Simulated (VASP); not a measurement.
# Rh (Im-3m) in VASP: notebook

Runs on Rh. Level: PBE. Tasks: single point, relaxation of cell and atoms.

Program: VASP 6.6.1. These are calculated values, not measurements. Logs are shortened: lines on timing, memory, paths and dates and some standing lists are left out, and cuts for length are marked.

### Step 1. The cell of the first run

It takes space group Im-3m (No. 229, cubic). Conventional cell: a = 3.071 Å, b = 3.071 Å, c = 3.071 Å, α = 90.00°, β = 90.00°, γ = 90.00°. Within 3.5 Å of Rh (site symmetry m-3m) lie 14 Rh at 2.66 to 3.07 Å.

This isn't the form of Rh at room conditions, which is fcc.

### Step 2. Single point, PBE

Input file INCAR:

```
  PREC = Accurate
  ENCUT = 500
  EDIFF = 1E-6
  ISMEAR = 0
  SIGMA = 0.05
  LREAL = F
  LASPH = T
  NELM = 120
  ALGO = Normal
  ISIF = 2
  LWAVE = F
  LCHARG = T
  GGA = PE
  LELF = T
  LVHAR = T
  NBANDS = 14
  GGA_COMPAT = F
```

Input file KPOINTS:

```
regular mesh
0
Gamma
  9 9 9
```

Input file POSCAR:

```
Rh
1.0
   -1.5353656105      1.5353656105      1.5353656105
    1.5353656105     -1.5353656105      1.5353656105
    1.5353656105      1.5353656105     -1.5353656105
Rh
1
Direct
    0.0000000000      0.0000000000      0.0000000000
```

Potentials or basis: VASP PAW PBE potentials, release 64 (Rh_pv).

The run is started by

```console
> cat potpaw_PBE.64/Rh_pv/POTCAR > POTCAR
> mpirun -np 1 vasp_std > vasp.out
```

OUTCAR:

```text
PREC = Accurate
   ENCUT = 500
   EDIFF = 1E-6
   ISMEAR = 0
   LREAL = F
   LASPH = T
   NELM = 120
   ISIF = 2
   GGA = PE

 ion  position               nearest neighbor table
   1  0.000  0.000  0.000-

  LATTYP: Found a body centered cubic cell.
 ALAT       =     3.0707312210

  Lattice vectors:

 A1 = (  -1.5353656105,   1.5353656105,   1.5353656105)
 A2 = (   1.5353656105,  -1.5353656105,   1.5353656105)
 A3 = (   1.5353656105,   1.5353656105,  -1.5353656105)

Analysis of symmetry for initial positions (statically):
=====================================================================
 Subroutine PRICEL returns:
 Original cell was already a primitive cell.

 Routine SETGRP: Setting up the symmetry group for a
 body centered cubic supercell.

 Subroutine GETGRP returns: Found 48 space group operations
 (whereof 48 operations were pure point group operations)
 out of a pool of 48 trial point group operations.

The static configuration has the point symmetry O_h .

Analysis of symmetry for dynamics (positions and initial velocities):
=====================================================================
 Subroutine PRICEL returns:
 Original cell was already a primitive cell.

 Routine SETGRP: Setting up the symmetry group for a
 body centered cubic supercell.

 Subroutine GETGRP returns: Found 48 space group operations
 (whereof 48 operations were pure point group operations)
 out of a pool of 48 trial point group operations.

The dynamic configuration has the point symmetry O_h .

 Subroutine INISYM returns: Found 48 space group operations
 (whereof 48 operations are pure point group operations),
 and found     1 'primitive' translations

----------------------------------------------------------------------------------------

                                     Primitive cell

  volume of cell :      14.4776

  direct lattice vectors                    reciprocal lattice vectors
    -1.535365610  1.535365610  1.535365610     0.000000000  0.325655334  0.325655334
     1.535365610 -1.535365610  1.535365610     0.325655334  0.000000000  0.325655334
     1.535365610  1.535365610 -1.535365610     0.325655334  0.325655334  0.000000000

  length of vectors
     2.659331246  2.659331246  2.659331246     0.460546189  0.460546189  0.460546189

  position of ions in fractional coordinates (direct lattice)
     0.000000000  0.000000000  0.000000000

  ion indices of the primitive-cell ions
   primitive index   ion index
                 1           1

----------------------------------------------------------------------------------------

 KPOINTS: regular mesh

Automatic generation of k-mesh.
 Grid dimensions read from file:
 generate k-points for:    9    9    9

 Generating k-lattice:

  Cartesian coordinates                     Fractional coordinates (reciprocal lattice)
     0.000000000  0.036183926  0.036183926     0.111111111  0.000000000  0.000000000
     0.036183926  0.000000000  0.036183926     0.000000000  0.111111111  0.000000000
     0.036183926  0.036183926  0.000000000     0.000000000  0.000000000  0.111111111

  Length of vectors
     0.051171799  0.051171799  0.051171799

  Shift w.r.t. Gamma in fractional coordinates (k-lattice)
     0.000000000  0.000000000  0.000000000

 Subroutine IBZKPT returns following result:
 ===========================================

 Found     35 irreducible k-points:

 Following reciprocal coordinates:
            Coordinates               Weight
  0.000000  0.000000  0.000000      1.000000
  0.111111  0.000000  0.000000     12.000000
  0.222222  0.000000  0.000000     12.000000
  0.333333  0.000000  0.000000     12.000000
  0.444444  0.000000  0.000000     12.000000
  0.111111  0.111111  0.000000     24.000000
[... 16 lines left out ...]
 -0.333333  0.444444  0.111111     48.000000
 -0.444444 -0.444444  0.111111     24.000000
 [... further k-points ...]
   k-points           NKPTS =     35   k-points in BZ     NKDIM =     35   number of bands    NBANDS=     14
   number of dos      NEDOS =    301   number of ions     NIONS =      1
   total plane-waves  NPLWV =   8000
   dimension x,y,z NGX =    20 NGY =   20 NGZ =   20
   dimension x,y,z NGXF=    40 NGYF=   40 NGZF=   40
   ions per type =               1
   NGX,Y,Z   is equivalent  to a cutoff of  12.50, 12.50, 12.50 a.u.
   NGXF,Y,Z  is equivalent  to a cutoff of  25.01, 25.01, 25.01 a.u.
 SYSTEM =  unknown system
   PREC   = accura    normal or accurate (medium, high low for compatibility)
   ISTART =      0    job   : 0-new  1-cont  2-samecut
   ICHARG =      2    charge: 1-file 2-atom 10-const
   ISPIN  =      1    spin polarized calculation?
   LNONCOLLINEAR =      F non collinear calculations
   LSORBIT =      F    spin-orbit coupling
   LASPH  =      T    aspherical Exc in radial PAW
   ENCUT  =  500.0 eV  36.75 Ry    6.06 a.u.   4.85  4.85  4.85*2*pi/ulx,y,z
   NELM   =    120;   NELMIN=  2; NELMDL= -5     # of ELM steps
   EDIFF  = 0.1E-05   stopping-criterion for ELM
   LREAL  =      F    real-space projection
   EDIFFG = 0.1E-04   stopping-criterion for IOM
   NSW    =      0    number of steps for IOM
   IBRION =     -1    ionic relax: 0-MD 1-quasi-New 2-CG
   NFREE  =      0    steps in history (QN), initial steepest desc. (CG)
   ISIF   =      2    stress and relaxation
   ISYM   =      2    0-nonsym 1-usesym 2-fastsym
   POTIM  = 0.5000    time-step for ionic-motion
   TEBEG  =    0.0;   TEEND  =   0.0 temperature during run
   PSTRESS=    0.0 pullay stress
   NELECT =      15.0000    total number of electrons
   NUPDOWN=      -1.0000    fix difference up-down
   EMIN   =  10.00;   EMAX   =-10.00  energy-range for DOS
   EFERMI =   0.00;   METHOD = LEGACY
   ISMEAR =     0;   SIGMA  =   0.05  broadening in eV -4-tet -1-fermi 0-gaus
   EFERMI_NEDOS =   21; number of points for ismear=-14 and -15
   IALGO  =     38    algorithm
   IMIX   =      4    mixing-type and parameters
     AMIX     =   0.40;   BMIX     =  1.00
     AMIX_MAG =   1.60;   BMIX_MAG =  1.00
  volume/ion in A,a.u.               =      14.48        97.70
  Fermi-wavevector in a.u.,A,eV,Ry     =   1.656559  3.130442 37.336918  2.744186
  Thomas-Fermi vector in A             =   2.744462
   LORBIT       =      0    0 simple, 1 ext, 2 COOP (PROOUT), +10 PAW based schemes
   GGA     = PE    functional components
   LHFCALC =     F    Hartree Fock is set to
   AEXX    =    0.0000 exact exchange contribution
   IVDW    =     0    specifies the selected vdW correction
   LEPSILON=     F    determine dielectric tensor
   LRPA    =     F    only Hartree local field effects (RPA)
 non-spin polarized calculation
 Gauss-broadening in eV      SIGMA  =   0.05
  energy-cutoff  :      500.00
  volume of cell :       14.48
 maximum number of plane-waves:       377
   NGX =  9   NGY =  9   NGZ =  9

 number of electron      15.0000005 magnetization

 Free energy of the ion-electron system (eV)
  ---------------------------------------------------
  ext. energy  EPLUGINS =         0.00000000
  ---------------------------------------------------
  free energy    TOTEN  =        -6.89502623 eV

  energy without entropy =       -6.89354582  energy(sigma->0) =       -6.89428603

 E-fermi :  10.8543     XC(G=0): -13.6787

 val. band max:       10.7891326742   @ k =   0.3333   0.2222   0.1111
 cond. band min:      10.8590998693   @ k =   0.2222   0.2222   0.0000
 fundamental gap:      0.0699671951
 Fermi energy:        10.8543095426

 k-point     1 :       0.0000    0.0000    0.0000
  band No.  band energies     occupation
      1     -35.1309      2.00000
      2     -35.1309      2.00000
      3     -35.1309      2.00000
      4       3.4087      2.00000
      5       8.0884      2.00000
      6       8.0884      2.00000
      7       8.0884      2.00000
      8      10.4161      2.00000
      9      10.4161      2.00000
     10      29.2538      0.00000
     11      29.2538      0.00000
     12      29.2538      0.00000
     13      32.0050      0.00000
     14      38.8628      0.00000

 k-point     2 :       0.1111    0.0000    0.0000
  band No.  band energies     occupation
      1     -35.2065      2.00000
      2     -35.1561      2.00000
      3     -35.1308      2.00000
      4       3.8968      2.00000
      5       7.8979      2.00000
      6       8.0811      2.00000
      7       8.4771      2.00000
      8      10.2044      2.00000
      9      10.4314      2.00000
     10      29.2811      0.00000
     11      29.3594      0.00000
     12      29.9440      0.00000
     13      32.0048      0.00000
     14      36.2881      0.00000

 k-point     3 :       0.2222    0.0000    0.0000
  band No.  band energies     occupation
      1     -35.3950      2.00000
      2     -35.2195      2.00000
      3     -35.1307      2.00000
      4       5.0337      2.00000
      5       7.4456      2.00000
      6       8.1490      2.00000
      7       9.5555      2.00000
      8      10.0107      2.00000
      9      10.4951      2.00000
     10      27.6556      0.00000
     11      28.5596      0.00000
     12      31.7800      0.00000
     13      32.0044      0.00000
     14      35.5462      0.00000
[... 324 lines left out ...]
 k-point    23 :      -0.3333    0.4444    0.1111
  band No.  band energies     occupation
      1     -35.6470      2.00000
      2     -35.4029      2.00000
      3     -35.2322      2.00000
      4       6.3085      2.00000
      5       7.3201      2.00000
      6       8.1419      2.00000
      7       9.7265      2.00000
      8      11.2748      0.00000
      9      13.9735      0.00000
     10      22.3982      0.00000
     11      25.1291      0.00000
     12      29.4366      0.00000
     13      32.0060      0.00000
     14      32.5528      0.00000

 k-point    24 :      -0.4444   -0.4444    0.1111
  band No.  band energies     occupation
      1     -35.6963      2.00000
      2     -35.4364      2.00000
      3     -35.2316      2.00000
      4       6.1142      2.00000
      5       7.3972      2.00000
      6       8.1115      2.00000
      7       9.8688      2.00000
      8      11.7844      0.00000
      9      16.0791      0.00000
     10      19.7128      0.00000
     11      24.3603      0.00000
     12      28.7634      0.00000
     13      32.0060      0.00000
     14      33.7139      0.00000

 [... further k-points ...]

------------------------ aborting loop because EDIFF is reached ----------------------------------------

  FORCE on cell =-STRESS in cart. coord.  units (eV):
  Direction    XX          YY          ZZ          XY          YZ          ZX
  --------------------------------------------------------------------------------------
  -------------------------------------------------------------------------------------
  Total        0.0118166      0.0118166      0.0118166     -0.0000000      0.0000000     -0.0000000
  in kB        1.3077038      1.3077038      1.3077038     -0.0000000      0.0000000     -0.0000000
  external PRESSURE =       1.3077038 kB  Pullay stress =       0.0000000 kB

 VOLUME and BASIS-vectors are now :
 -----------------------------------------------------------------------------
  energy-cutoff  :      500.00
  volume of cell :       14.48
      direct lattice vectors                 reciprocal lattice vectors
    -1.535365610  1.535365610  1.535365610     0.000000000  0.325655334  0.325655334
     1.535365610 -1.535365610  1.535365610     0.325655334  0.000000000  0.325655334
     1.535365610  1.535365610 -1.535365610     0.325655334  0.325655334  0.000000000

 POSITION                                       TOTAL-FORCE (eV/Angst)
 -----------------------------------------------------------------------------------
      0.00000      0.00000      0.00000         0.000000      0.000000      0.000000
 -----------------------------------------------------------------------------------
    total drift:                                0.000000     -0.000000      0.000000

  FREE ENERGIE OF THE ION-ELECTRON SYSTEM (eV)
  ---------------------------------------------------
  free  energy   TOTEN  =        -6.8950262321 eV

  energy  without entropy=       -6.8935458228  energy(sigma->0) =       -6.89428603
```

Wall time 12 s (1 thread of Intel Xeon 8259CL, shared host); peak memory 0.12 GiB.

Results:

```yaml
Free_energy: -6.8950 eV
Pressure: 0.1 GPa
Band_gap_on_the_k_mesh: zero (an odd number of electrons rules out a gap without spin polarisation)
```

Levels at points of the mesh, in eV from the Fermi level:
```csv
k point,band 5,band 6,band 7,band 8,band 9,band 10,band 11,band 12
"(0.00, 0.00, 0.00)",-2.77,-2.77,-2.77,-0.44,-0.44,18.40,18.40,18.40
```

### Step 3. Relaxation of cell and atoms, PBE

This run uses another cell than the first one, of 13.64 Å³/atom.

Input file INCAR:

```
SYSTEM = Rh
PREC = Accurate ; ENCUT = 500
EDIFF = 1E-7 ; ISMEAR = 0
SIGMA = 0.05 ; LREAL = .False.
LASPH = .True. ; NELM = 120
ALGO = Normal ; ISIF = 3
LWAVE = .False. ; LCHARG = .False.
GGA = PE ; IBRION = 2
NSW = 80 ; EDIFFG = -0.02
GGA_COMPAT = .False. ; NELMIN = 4
```

Input file KPOINTS:

```
Automatic mesh
0
Gamma
  9 9 9
  0 0 0
```

Input file POSCAR:

```
Rh
1.0
   -1.5050000000      1.5050000000      1.5050000000
    1.5050000000     -1.5050000000      1.5050000000
    1.5050000000      1.5050000000     -1.5050000000
Rh
1
Direct
    0.0000000000      0.0000000000      0.0000000000
```

Potentials or basis: VASP PAW PBE potentials, release 64 (Rh_pv).

The run is started by

```console
> cat potpaw_PBE.64/Rh_pv/POTCAR > POTCAR
> mpirun -np 1 vasp_std > vasp.out
```

OUTCAR:

```text
SYSTEM = Rh
   PREC = Accurate
   ENCUT = 500
   EDIFF = 1E-7
   ISMEAR = 0
   LREAL = .False.
   LASPH = .True.
   NELM = 120
   ISIF = 3
   GGA = PE
   IBRION = 2
   NSW = 80
   EDIFFG = -0.02
   NELMIN = 4

 ion  position               nearest neighbor table
   1  0.000  0.000  0.000-

  LATTYP: Found a body centered cubic cell.
 ALAT       =     3.0100000000

  Lattice vectors:

 A1 = (  -1.5050000000,   1.5050000000,   1.5050000000)
 A2 = (   1.5050000000,  -1.5050000000,   1.5050000000)
 A3 = (   1.5050000000,   1.5050000000,  -1.5050000000)

Analysis of symmetry for initial positions (statically):
=====================================================================
 Subroutine PRICEL returns:
[... 215 lines left out ...]
  band No.  band energies     occupation
      1     -37.1164      2.00000
      2     -37.1164      2.00000
      3     -37.1164      2.00000
      4       2.1590      2.00000
      5       6.4437      2.00000
      6       6.4437      2.00000
      7       6.4437      2.00000
      8       8.3549      2.00000
      9       8.3549      2.00000
     10      26.7946      0.00000
     11      26.7946      0.00000
[... 391 lines left out ...]
--------------------------------------- Ionic step        4  -------------------------------------------

 number of electron      15.0000005 magnetization

 Free energy of the ion-electron system (eV)
  ---------------------------------------------------
  ext. energy  EPLUGINS =         0.00000000
  ---------------------------------------------------
  free energy    TOTEN  =        -6.89475261 eV

  energy without entropy =       -6.89327021  energy(sigma->0) =       -6.89401141

 E-fermi :  10.8456     XC(G=0): -13.6753

 val. band max:       10.7804390207   @ k =   0.3333   0.2222   0.1111
 cond. band min:      10.8503447683   @ k =   0.2222   0.2222   0.0000
 fundamental gap:      0.0699057476
 Fermi energy:        10.8455639200

 k-point     1 :       0.0000    0.0000    0.0000
  band No.  band energies     occupation
      1     -35.1389      2.00000
      2     -35.1389      2.00000
      3     -35.1389      2.00000
      4       3.4032      2.00000
      5       8.0819      2.00000
      6       8.0819      2.00000
      7       8.0819      2.00000
      8      10.4078      2.00000
      9      10.4078      2.00000
     10      29.2438      0.00000
     11      29.2438      0.00000
[... 350 lines left out ...]
  FREE ENERGIE OF THE ION-ELECTRON SYSTEM (eV)
  ---------------------------------------------------
  free  energy   TOTEN  =        -6.8947526093 eV

  energy  without entropy=       -6.8932702112  energy(sigma->0) =       -6.89401141

 reached required accuracy - stopping structural energy minimisation
```

OSZICAR:

```text
N       E                     dE             d eps       ncg     rms          rms(c)
DAV:   1     0.114268922505E+03    0.11427E+03   -0.91762E+03   770   0.141E+03
DAV:   2    -0.582445560818E+01   -0.12009E+03   -0.11601E+03   791   0.388E+02
DAV:   3    -0.723234861815E+01   -0.14079E+01   -0.13854E+01   896   0.477E+01
[... 36 lines left out ...]
DAV:   3    -0.689474214374E+01    0.97864E-05   -0.62597E-05   794   0.104E-01    0.330E-02
DAV:   4    -0.689475360000E+01   -0.11456E-04   -0.16730E-05   788   0.544E-02    0.281E-03
DAV:   5    -0.689475311871E+01    0.48129E-06   -0.34529E-07   783   0.896E-03    0.144E-03
DAV:   6    -0.689475261501E+01    0.50370E-06   -0.18809E-08   397   0.195E-03    0.106E-04
DAV:   7    -0.689475260932E+01    0.56934E-08   -0.15285E-09   385   0.586E-04
   4 F= -.68947526E+01 E0= -.68940114E+01  d E =-.406580E-01
```

Wall time 22 s (1 thread of Intel Xeon 8259CL, shared host); peak memory 0.13 GiB.

What came out:

| Property | Result |
| --- | --- |
| Free energy | -6.8948 eV |
| Relaxed volume | 14.49 Å³/atom |
| Relaxed cell | a = 2.660 Å, b = 2.660 Å, c = 2.660 Å, α = 109.47°, β = 109.47°, γ = 109.47° |
| Space group after relaxing (to 0.1 Å) | Im-3m (No. 229) |
| Energy gained by relaxing | 40.7 meV/atom |
| Ionic steps | 4 |
| Pressure after relaxing | -0.1 GPa |
| Band gap on the k mesh | zero (an odd number of electrons rules out a gap without spin polarisation) |

The path:
| step | energy change (eV) | largest force (eV/Å) | pressure (GPa) | volume (Å³) |
| --- | --- | --- | --- | --- |
| 1 | 0.0000 | 0.0000 | 16.38 | 13.64 |
| 2 | 0.1276 | 0.0000 | -22.45 | 16.58 |
| 3 | -0.0406 | 0.0000 | -0.69 | 14.52 |
| 4 | -0.0407 | 0.0000 | -0.06 | 14.49 |

Final structure:
```
Rh
1.0
    -1.53564    1.53564    1.53564
     1.53564   -1.53564    1.53564
     1.53564    1.53564   -1.53564
Rh
1
Direct
  0.00000 0.00000 0.00000
```
